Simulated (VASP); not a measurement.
Here is a VASP 6.6.1 calculation.

Contents of INCAR:

```
SYSTEM = Tl
ALGO = Fast ; EDIFF = 1E-6
ENCUT = 520 ; GGA = PS
ISIF = 2 ; ISMEAR = 0
LASPH = .TRUE. ; LCHARG = .FALSE.
LREAL = .FALSE. ; LWAVE = .FALSE.
NBANDS = 20 ; NELM = 60
PREC = Accurate ; SIGMA = 0.1
```

File KPOINTS:

```
k-points
0
G
  6 6 6
  0 0 0
```

POSCAR

```
Tl
1.0
   -3.0572746635      3.0572746635      1.6117366552
    3.0572746635     -3.0572746635      1.6117366552
    3.0572746635      3.0572746635     -1.6117366552
Tl
2
Direct
    0.7500000000      0.2500000000      0.5000000000
    0.0000000000      0.0000000000      0.0000000000
```

Potentials or basis: VASP PAW PBE potentials, release 64 (Tl_d).

The run is started by

```console
$ cat potpaw_PBE.64/Tl_d/POTCAR > POTCAR
$ mpirun -np 1 vasp_std > vasp.out
```

**Question.** Predict the pressure.

**Answer.** 0.1 GPa.

**Question.** Estimate the band gap on the k mesh.

**Answer.** Zero (bands 13 and 14 overlap by 5.72 eV).

Stress tensor (GPa, compression positive):
```
-0.11  0.00  0.00
 0.00 -0.11  0.00
 0.00  0.00  0.51
```

Caveat: the k points lie up to 0.37 Å⁻¹ apart, too coarse for converged energies and pressures of a metal; the PAW data sets were made with another functional, which shifts forces and pressure a little; spin-orbit coupling is left out, which moves the levels of the heavy elements.
